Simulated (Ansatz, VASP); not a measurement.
## Two plane-wave programs on Cs

INCAR

```
ALGO     = Normal         # electronic algorithm
EDIFF    = 1E-6           # SCF threshold, eV
ENCUT    = 520            # plane-wave cutoff, eV
GGA      = CA             # functional
ISIF     = 2              # what is computed and relaxed
ISMEAR   = -1             # smearing method
LASPH    = T              # aspherical terms in the spheres
LCHARG   = F              # write CHGCAR
LREAL    = F              # projectors in reciprocal space
LWAVE    = F              # write WAVECAR
NBANDS   = 16             # bands
NELM     = 60             # most SCF steps
PREC     = Accurate       # precision mode
SIGMA    = 0.08           # smearing width, eV
```

File KPOINTS:

```
k-points
0
Gamma
  7 7 7
```

File POSCAR:

```
Cs
1.0
    0.0000000000      4.7190193854      4.7190193854
    4.7190193854      0.0000000000      4.7190193854
    4.7190193854      4.7190193854      0.0000000000
Cs
2
Direct
   -0.1250000000     -0.1250000000     -0.1250000000
    0.1250000000      0.1250000000      0.1250000000
```

Input for Ansatz:

```yaml
crystal:
  lattice:
    - [0.0, 4.7190193854, 4.7190193854]
    - [4.7190193854, 0.0, 4.7190193854]
    - [4.7190193854, 4.7190193854, 0.0]
  atoms:
    - { symbol: Cs, position: [-0.125, -0.125, -0.125] }
    - { symbol: Cs, position: [0.125, 0.125, 0.125] }
kpoints:
  mp_grid: { grid: [7, 7, 7] }
scf:
  occupations: { method: fermi_dirac, width: 0.08 }
hamiltonian:
  xc: lda
  pseudopotentials: { kind: paw }
output:
  forces: true
  stress: true
  eigenvalues: true
  populations: true
```

Change from the starting cell: volume scaled by 0.68, PAW files.

Alike in both runs: task single point; functional LDA; k mesh 7 × 7 × 7; occupations fermi-dirac, width 0.08 eV; no spin polarisation.

```csv
,VASP,Ansatz
version,VASP 6.6.1,Ansatz 0.2.0
potentials or method,"VASP PAW LDA potentials, release 64 (Cs_sv)","PAW with Ansatz's default frozen-core files, scalar-relativistic"
plane-wave cutoff (eV),520,420
valence electrons in the cell,18,18
```

```csv
,VASP,Ansatz,Ansatz less VASP
pressure (GPa),0.4,0.4,+0.02
```

LDA's correlation is that of Perdew and Zunger in VASP and of Perdew and Wang (1992) in Ansatz.

Spin-orbit coupling is off throughout.
